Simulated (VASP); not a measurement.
A run of VASP 6.6.1 is set up as follows.

File INCAR:

```
SYSTEM = OsO
PREC = Accurate
ENCUT = 520
EDIFF = 1E-6
ISMEAR = 0
SIGMA = 0.1
LREAL = .False.
LASPH = .True.
NELM = 60
ALGO = Normal
ISIF = 2
LWAVE = .False.
LCHARG = .True.
GGA = PE
LELF = .True.
LVHAR = .True.
NBANDS = 14
```

KPOINTS

```
Automatic mesh
0
Gamma
  6 6 6
  0 0 0
```

The input POSCAR:

```
OsO
1.0
    0.0000000000      2.3192408498      2.3192408498
    2.3192408498      0.0000000000      2.3192408498
    2.3192408498      2.3192408498      0.0000000000
Os O
1 1
Direct
    0.0000000000      0.0000000000      0.0000000000
    0.7500000000      0.7500000000      0.7500000000
```

Potentials or basis: VASP PAW PBE potentials, release 64 (Os, O).

Run with:

```bash
$ cat potpaw_PBE.64/Os/POTCAR potpaw_PBE.64/O/POTCAR > POTCAR
$ mpirun -np 1 vasp_std > vasp.out
```

Q: Estimate the pressure.

A: 2.8 GPa.

Q: Predict the band gap on the k mesh.

A: 0.18 eV (least direct gap 0.97 eV).

Caveat: spin-orbit coupling is left out, which moves the levels of the heavy elements. A k mesh can miss the band edges.
